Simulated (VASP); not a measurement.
Here is a VASP 6.6.1 calculation.

INCAR

```
SYSTEM = Sn
  PREC = Accurate
  ENCUT = 520
  EDIFF = 1E-6
  ISMEAR = -1
  SIGMA = 0.1
  LREAL = .False.
  LASPH = .True.
  NELM = 100
  ALGO = Normal
  ISIF = 2
  LWAVE = .False.
  LCHARG = .False.
  GGA = B5
  ALDAX = 1.0
  AGGAX = 1.0
  AGGAC = 1.0
  ALDAC = 0.0
  NBANDS = 13
```

Contents of KPOINTS:

```
regular mesh
0
Gamma
  12 12 12
  0 0 0
```

Contents of POSCAR:

```
Sn
1.0
    0.0000000000      2.4562174615      2.4562174615
    2.4562174615      0.0000000000      2.4562174615
    2.4562174615      2.4562174615      0.0000000000
Sn
1
Direct
    0.0000000000      0.0000000000      0.0000000000
```

Potentials or basis: VASP PAW PBE potentials, release 64 (Sn_d).

Command:

```console
$ cat potpaw_PBE.64/Sn_d/POTCAR > POTCAR
$ mpirun -np 1 vasp_std > vasp.out
```

(1) Estimate the band gap on the k mesh.

(2) What does it give for the pressure?

Answers

(1) zero (band 7 reaches 14.38 eV, above the bottom of band 8 at 5.92 eV).

(2) 1.6 GPa.

Caveat: the PAW data sets were made with another functional, which shifts forces and pressure a little; spin-orbit coupling is left out, which moves the levels of the heavy elements.
